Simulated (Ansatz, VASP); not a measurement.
**One calculation of AlP5, two programs**

```
Al P
1.0
     3.87122    0.00000    0.00000
    -1.93561    3.35258    0.00000
     0.00000    0.00000    8.82105
Al P
1 5
Direct
  0.00000 0.00000 0.50000
  0.52715 0.00000 0.00000
  0.00000 0.52715 0.00000
  0.47285 0.47285 0.00000
  0.00000 0.00000 0.23534
  0.00000 0.00000 0.76466
```

Alike in both runs: task single point; functional PBE; k mesh 6 × 6 × 2; occupations gaussian, width 0.1 eV; no spin polarisation.

|  | VASP | Ansatz |
| --- | --- | --- |
| version | VASP 6.6.1 | Ansatz 0.2.0 |
| potentials or method | VASP PAW PBE potentials, release 64 (Al, P), cutoff 520 eV | scalar-relativistic, plane waves, PAW |
| valence electrons in the cell | 28 | 28 |

|  | VASP | Ansatz | Ansatz less VASP |
| --- | --- | --- | --- |
| gap on the k mesh at the Fermi level (eV) | none | none | - |
| rms of the force components (eV/Å) | 0.575 | 0.584 | +0.0088 |

Atom by atom the forces differ by 0.010 eV/Å (rms over components). A gap of «none» marks a metal or a gap that the smearing closes. With one functional, cell and mesh, what is left measures potentials, basis and numerics.
